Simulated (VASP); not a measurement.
# Na (Im-3m) in VASP: notebook

The runs below take Na through single point, with LDA.

Everything below comes from runs of VASP 6.6.1. Logs are shortened: lines on timing, memory, paths and dates and some standing lists are left out, and cuts for length are marked.

## 1. The cell of the first run

The structure is cubic, space group Im-3m (No. 229). Conventional cell: a = 4.076 Å, b = 4.076 Å, c = 4.076 Å, α = 90.00°, β = 90.00°, γ = 90.00°. Na (site symmetry m-3m) has 14 Na at 3.53 to 4.08 Å within 4.6 Å.

## 2. Single point, LDA

INCAR reads:

```
PREC = Accurate
ENCUT = 520
EDIFF = 1E-7
ISMEAR = 0
SIGMA = 0.05
LREAL = F
LASPH = T
NELM = 80
ALGO = Normal
ISIF = 2
LWAVE = F
LCHARG = F
GGA = CA
NBANDS = 10
```

KPOINTS reads:

```
regular mesh
0
Gamma
  14 14 14
```

POSCAR reads:

```
Na
1.0
   -2.0378094161      2.0378094161      2.0378094161
    2.0378094161     -2.0378094161      2.0378094161
    2.0378094161      2.0378094161     -2.0378094161
Na
1
Direct
    0.0000000000      0.0000000000      0.0000000000
```

Potentials or basis: VASP PAW LDA potentials, release 64 (Na_pv).

Launch:

```bash
> cat potpaw_LDA.64/Na_pv/POTCAR > POTCAR
> mpirun -np 1 vasp_std > vasp.out
```

OUTCAR:

```text
PREC = Accurate
   ENCUT = 520
   EDIFF = 1E-7
   ISMEAR = 0
   LREAL = F
   LASPH = T
   NELM = 80
   ISIF = 2
   GGA = CA

 ion  position               nearest neighbor table
   1  0.000  0.000  0.000-

  LATTYP: Found a body centered cubic cell.
 ALAT       =     4.0756188322

  Lattice vectors:

 A1 = (  -2.0378094161,   2.0378094161,   2.0378094161)
 A2 = (   2.0378094161,  -2.0378094161,   2.0378094161)
 A3 = (   2.0378094161,   2.0378094161,  -2.0378094161)

Analysis of symmetry for initial positions (statically):
=====================================================================
 Subroutine PRICEL returns:
 Original cell was already a primitive cell.

 Routine SETGRP: Setting up the symmetry group for a
 body centered cubic supercell.

 Subroutine GETGRP returns: Found 48 space group operations
 (whereof 48 operations were pure point group operations)
 out of a pool of 48 trial point group operations.

The static configuration has the point symmetry O_h .

Analysis of symmetry for dynamics (positions and initial velocities):
=====================================================================
 Subroutine PRICEL returns:
 Original cell was already a primitive cell.

 Routine SETGRP: Setting up the symmetry group for a
 body centered cubic supercell.

 Subroutine GETGRP returns: Found 48 space group operations
 (whereof 48 operations were pure point group operations)
 out of a pool of 48 trial point group operations.

The dynamic configuration has the point symmetry O_h .

 Subroutine INISYM returns: Found 48 space group operations
 (whereof 48 operations are pure point group operations),
 and found     1 'primitive' translations

----------------------------------------------------------------------------------------

                                     Primitive cell

  volume of cell :      33.8494

  direct lattice vectors                    reciprocal lattice vectors
    -2.037809416  2.037809416  2.037809416     0.000000000  0.245361512  0.245361512
     2.037809416 -2.037809416  2.037809416     0.245361512  0.000000000  0.245361512
     2.037809416  2.037809416 -2.037809416     0.245361512  0.245361512  0.000000000

  length of vectors
     3.529589445  3.529589445  3.529589445     0.346993578  0.346993578  0.346993578

  position of ions in fractional coordinates (direct lattice)
     0.000000000  0.000000000  0.000000000

  ion indices of the primitive-cell ions
   primitive index   ion index
                 1           1

----------------------------------------------------------------------------------------

 KPOINTS: regular mesh

Automatic generation of k-mesh.
 Grid dimensions read from file:
 generate k-points for:   14   14   14

 Generating k-lattice:

  Cartesian coordinates                     Fractional coordinates (reciprocal lattice)
     0.000000000  0.017525822  0.017525822     0.071428571  0.000000000  0.000000000
     0.017525822  0.000000000  0.017525822     0.000000000  0.071428571  0.000000000
     0.017525822  0.017525822  0.000000000     0.000000000  0.000000000  0.071428571

  Length of vectors
     0.024785256  0.024785256  0.024785256

  Shift w.r.t. Gamma in fractional coordinates (k-lattice)
     0.000000000  0.000000000  0.000000000

 Subroutine IBZKPT returns following result:
 ===========================================

 Found    104 irreducible k-points:

 Following reciprocal coordinates:
            Coordinates               Weight
  0.000000  0.000000  0.000000      1.000000
  0.071429  0.000000  0.000000     12.000000
  0.142857  0.000000  0.000000     12.000000
  0.214286  0.000000  0.000000     12.000000
  0.285714  0.000000  0.000000     12.000000
  0.357143  0.000000  0.000000     12.000000
[... 16 lines left out ...]
  0.285714  0.285714  0.000000     24.000000
  0.357143  0.285714  0.000000     24.000000
 [... further k-points ...]
   k-points           NKPTS =    104   k-points in BZ     NKDIM =    104   number of bands    NBANDS=     10
   number of dos      NEDOS =    301   number of ions     NIONS =      1
   total plane-waves  NPLWV =  21952
   dimension x,y,z NGX =    28 NGY =   28 NGZ =   28
   dimension x,y,z NGXF=    56 NGYF=   56 NGZF=   56
   ions per type =               1
   NGX,Y,Z   is equivalent  to a cutoff of  13.19, 13.19, 13.19 a.u.
   NGXF,Y,Z  is equivalent  to a cutoff of  26.38, 26.38, 26.38 a.u.
 SYSTEM =  unknown system
   PREC   = accura    normal or accurate (medium, high low for compatibility)
   ISTART =      0    job   : 0-new  1-cont  2-samecut
   ICHARG =      2    charge: 1-file 2-atom 10-const
   ISPIN  =      1    spin polarized calculation?
   LNONCOLLINEAR =      F non collinear calculations
   LSORBIT =      F    spin-orbit coupling
   LASPH  =      T    aspherical Exc in radial PAW
   ENCUT  =  520.0 eV  38.22 Ry    6.18 a.u.   6.56  6.56  6.56*2*pi/ulx,y,z
   NELM   =     80;   NELMIN=  2; NELMDL= -5     # of ELM steps
   EDIFF  = 0.1E-06   stopping-criterion for ELM
   LREAL  =      F    real-space projection
   EDIFFG = 0.1E-05   stopping-criterion for IOM
   NSW    =      0    number of steps for IOM
   IBRION =     -1    ionic relax: 0-MD 1-quasi-New 2-CG
   NFREE  =      0    steps in history (QN), initial steepest desc. (CG)
   ISIF   =      2    stress and relaxation
   ISYM   =      2    0-nonsym 1-usesym 2-fastsym
   POTIM  = 0.5000    time-step for ionic-motion
   TEBEG  =    0.0;   TEEND  =   0.0 temperature during run
   PSTRESS=    0.0 pullay stress
   NELECT =       7.0000    total number of electrons
   NUPDOWN=      -1.0000    fix difference up-down
   EMIN   =  10.00;   EMAX   =-10.00  energy-range for DOS
   EFERMI =   0.00;   METHOD = LEGACY
   ISMEAR =     0;   SIGMA  =   0.05  broadening in eV -4-tet -1-fermi 0-gaus
   EFERMI_NEDOS =   21; number of points for ismear=-14 and -15
   IALGO  =     38    algorithm
   IMIX   =      4    mixing-type and parameters
     AMIX     =   0.40;   BMIX     =  1.00
     AMIX_MAG =   1.60;   BMIX_MAG =  1.00
  volume/ion in A,a.u.               =      33.85       228.43
  Fermi-wavevector in a.u.,A,eV,Ry     =   0.968108  1.829459 12.751839  0.937234
  Thomas-Fermi vector in A             =   2.098050
   LORBIT       =      0    0 simple, 1 ext, 2 COOP (PROOUT), +10 PAW based schemes
   GGA     = CA    functional components
   LHFCALC =     F    Hartree Fock is set to
   AEXX    =    0.0000 exact exchange contribution
   IVDW    =     0    specifies the selected vdW correction
   LEPSILON=     F    determine dielectric tensor
   LRPA    =     F    only Hartree local field effects (RPA)
 non-spin polarized calculation
 Gauss-broadening in eV      SIGMA  =   0.05
  energy-cutoff  :      520.00
  volume of cell :       33.85
 maximum number of plane-waves:       937
 NGX is ok and might be reduce to    28
   NGX = 13   NGY = 13   NGZ = 13

 number of electron       7.0000009 magnetization

 Free energy of the ion-electron system (eV)
  ---------------------------------------------------
  ext. energy  EPLUGINS =         0.00000000
  ---------------------------------------------------
  free energy    TOTEN  =        -1.45376669 eV

  energy without entropy =       -1.45263195  energy(sigma->0) =       -1.45319932

 E-fermi :   0.3859     XC(G=0):  -6.9881

 val. band max:        0.3696082841   @ k =  -0.3571   0.4286   0.1429
 cond. band min:       0.4554188564   @ k =   0.3571   0.0714   0.0714
 fundamental gap:      0.0858105723
 Fermi energy:         0.3858925113

 k-point     1 :       0.0000    0.0000    0.0000
  band No.  band energies     occupation
      1     -24.4501      2.00000
      2     -24.4501      2.00000
      3     -24.4501      2.00000
      4      -3.0544      2.00000
      5      12.6552      0.00000
      6      12.6552      0.00000
      7      12.6552      0.00000
      8      13.8180      0.00000
      9      13.8180      0.00000
     10      14.5175      0.00000

 k-point     2 :       0.0714    0.0000    0.0000
  band No.  band energies     occupation
      1     -24.4526      2.00000
      2     -24.4509      2.00000
      3     -24.4501      2.00000
      4      -2.9585      2.00000
      5      11.4809      0.00000
      6      12.0860      0.00000
      7      12.3177      0.00000
      8      13.0862      0.00000
      9      13.2530      0.00000
     10      14.7951      0.00000

 k-point     3 :       0.1429    0.0000    0.0000
  band No.  band energies     occupation
      1     -24.4597      2.00000
      2     -24.4533      2.00000
      3     -24.4501      2.00000
      4      -2.6719      2.00000
      5       9.5356      0.00000
      6      11.2082      0.00000
      7      11.7096      0.00000
      8      12.2229      0.00000
      9      12.9615      0.00000
     10      14.8748      0.00000

 k-point     4 :       0.2143    0.0000    0.0000
  band No.  band energies     occupation
      1     -24.4698      2.00000
      2     -24.4566      2.00000
      3     -24.4501      2.00000
      4      -2.1982      2.00000
      5       7.6490      0.00000
      6      10.4286      0.00000
      7      11.1386      0.00000
      8      11.5039      0.00000
      9      12.5440      0.00000
     10      15.2200      0.00000
[... 222 lines left out ...]
 k-point    22 :       0.3571    0.2143   -0.0000
  band No.  band energies     occupation
      1     -24.4930      2.00000
      2     -24.4739      2.00000
      3     -24.4552      2.00000
      4       1.4026      0.00000
      5       2.7225      0.00000
      6       5.2589      0.00000
      7       9.0425      0.00000
      8      12.4259      0.00000
      9      14.7400      0.00000
     10      15.5887      0.00000

 k-point    23 :       0.2857    0.2857    0.0000
  band No.  band energies     occupation
      1     -24.4902      2.00000
      2     -24.4767      2.00000
      3     -24.4559      2.00000
      4       1.3285      0.00000
      5       3.4882      0.00000
      6       4.3281      0.00000
      7       8.9553      0.00000
      8      13.1272      0.00000
      9      13.9763      0.00000
     10      15.9714      0.00000

 k-point    24 :       0.3571    0.2857    0.0000
  band No.  band energies     occupation
      1     -24.4882      2.00000
      2     -24.4805      2.00000
      3     -24.4562      2.00000
      4       2.2273      0.00000
      5       2.6615      0.00000
      6       4.0140      0.00000
      7       8.8700      0.00000
      8      13.3101      0.00000
      9      14.2476      0.00000
     10      15.4066      0.00000

 [... further k-points ...]
[... 5 lines left out ...]
  --------------------------------------------------------------------------------------
  -------------------------------------------------------------------------------------
  Total       -0.0347523     -0.0347523     -0.0347523      0.0000000      0.0000000      0.0000000
  in kB       -1.6449164     -1.6449164     -1.6449164      0.0000000      0.0000000      0.0000000
  external PRESSURE =      -1.6449164 kB  Pullay stress =       0.0000000 kB

 VOLUME and BASIS-vectors are now :
 -----------------------------------------------------------------------------
  energy-cutoff  :      520.00
  volume of cell :       33.85
      direct lattice vectors                 reciprocal lattice vectors
    -2.037809416  2.037809416  2.037809416     0.000000000  0.245361512  0.245361512
     2.037809416 -2.037809416  2.037809416     0.245361512  0.000000000  0.245361512
     2.037809416  2.037809416 -2.037809416     0.245361512  0.245361512  0.000000000

 POSITION                                       TOTAL-FORCE (eV/Angst)
 -----------------------------------------------------------------------------------
      0.00000      0.00000      0.00000        -0.000000     -0.000000      0.000000
 -----------------------------------------------------------------------------------
    total drift:                               -0.000000     -0.000000      0.000000

  FREE ENERGIE OF THE ION-ELECTRON SYSTEM (eV)
  ---------------------------------------------------
  free  energy   TOTEN  =        -1.4537666879 eV

  energy  without entropy=       -1.4526319517  energy(sigma->0) =       -1.45319932
```

It took 23 s on 1 thread of AMD EPYC 9R45 (Zen 5), shared host; peak memory 0.12 GiB.

Results:

```yaml
Free_energy: -1.4538 eV
Pressure: -0.2 GPa
```

## 3. Single point, LDA

This run uses another cell than the first one, of 37.84 Å³/atom, 1.118 times its volume.

INCAR reads:

```
SYSTEM = Na
  PREC = Accurate
  ENCUT = 520
  EDIFF = 1E-6
  ISMEAR = 0
  SIGMA = 0.05
  LREAL = .FALSE.
  LASPH = .TRUE.
  NELM = 80
  ALGO = Normal
  ISIF = 2
  LWAVE = .FALSE.
  LCHARG = .TRUE.
  GGA = CA
  LELF = .TRUE.
  LVHAR = .TRUE.
  NBANDS = 10
```

KPOINTS reads:

```
regular mesh
0
G
  14 14 14
  0 0 0
```

POSCAR reads:

```
Na
1.0
   -2.1150000000      2.1150000000      2.1150000000
    2.1150000000     -2.1150000000      2.1150000000
    2.1150000000      2.1150000000     -2.1150000000
Na
1
Direct
    0.0000000000      0.0000000000      0.0000000000
```

Potentials or basis: VASP PAW LDA potentials, release 64 (Na_pv).

Launch:

```bash
> cat potpaw_LDA.64/Na_pv/POTCAR > POTCAR
> mpirun -np 1 vasp_std > vasp.out
```

Wall time 19 s (1 thread of AMD EPYC 9R45 (Zen 5), shared host); peak memory 0.11 GiB.

The run converged. Its results:

| Quantity | Value |
| --- | --- |
| Free energy | -1.4393 eV |
| Pressure | -0.9 GPa |

Levels at points of the mesh, in eV from the Fermi level:
```
           k point  band 1  band 2  band 3  band 4  band 5  band 6
(0.00, 0.00, 0.00)  -24.92  -24.92  -24.92   -3.20   11.55   11.55
(0.50, 0.00, 0.00)  -24.96  -24.94  -24.92    0.81    1.19    8.16
(0.50, 0.50, 0.50)  -24.95  -24.95  -24.95    4.59    4.59    4.82
```

## 4. Single point, LDA

This run uses another cell than the first one, of 37.61 Å³/atom, 1.111 times its volume.

INCAR reads:

```
PREC = Accurate
ENCUT = 520
EDIFF = 1E-6
ISMEAR = 0
SIGMA = 0.05
LREAL = F
LASPH = T
NELM = 60
ALGO = Normal
ISIF = 2
LWAVE = F
LCHARG = F
GGA = CA
NBANDS = 10
```

KPOINTS reads:

```
regular mesh
0
Gamma
  14 14 14
```

POSCAR reads:

```
Na
1.0
   -2.1106492196      2.1106492196      2.1106492196
    2.1106492196     -2.1106492196      2.1106492196
    2.1106492196      2.1106492196     -2.1106492196
Na
1
Direct
    0.0000000000      0.0000000000      0.0000000000
```

Launch:

```bash
> cat potpaw_LDA.64/Na_pv/POTCAR > POTCAR
> mpirun -np 1 vasp_std > vasp.out
```

It took 17 s on 1 thread of AMD EPYC 9R45 (Zen 5), shared host; peak memory 0.12 GiB.

Results (log left out):

```yaml
Free_energy: -1.4407 eV
Pressure: -0.9 GPa
```

Levels at points of the mesh, in eV from the Fermi level:
```
           k point  band 1  band 2  band 3  band 4  band 5  band 6  band 7  band 8
(0.00, 0.00, 0.00)  -24.92  -24.92  -24.92   -3.21   11.59   11.59   11.59   12.68
(0.50, 0.00, 0.00)  -24.95  -24.93  -24.92    0.81    1.20    8.18    8.96    9.21
(0.50, 0.50, 0.50)  -24.94  -24.94  -24.94    4.60    4.60    4.84    4.84    4.84
```

## 5. Overview

```csv
cell,gap on the mesh (eV),pressure (GPa)
"a = 3.530 Å, angles 109.5°, 1 atom",none,-0.2
"a = 3.663 Å, angles 109.5°, 1 atom",none,-0.9
"a = 3.656 Å, angles 109.5°, 1 atom",none,-0.9
```

Alike in all rows: task single point; level LDA; potentials or basis VASP PAW LDA potentials, release 64 (Na_pv); no spin polarisation; k mesh 14 × 14 × 14; cutoff (eV) 520; smearing gaussian 0.05 eV.

Total energies depend on the potentials used, so only differences within one code and one set of settings carry meaning.
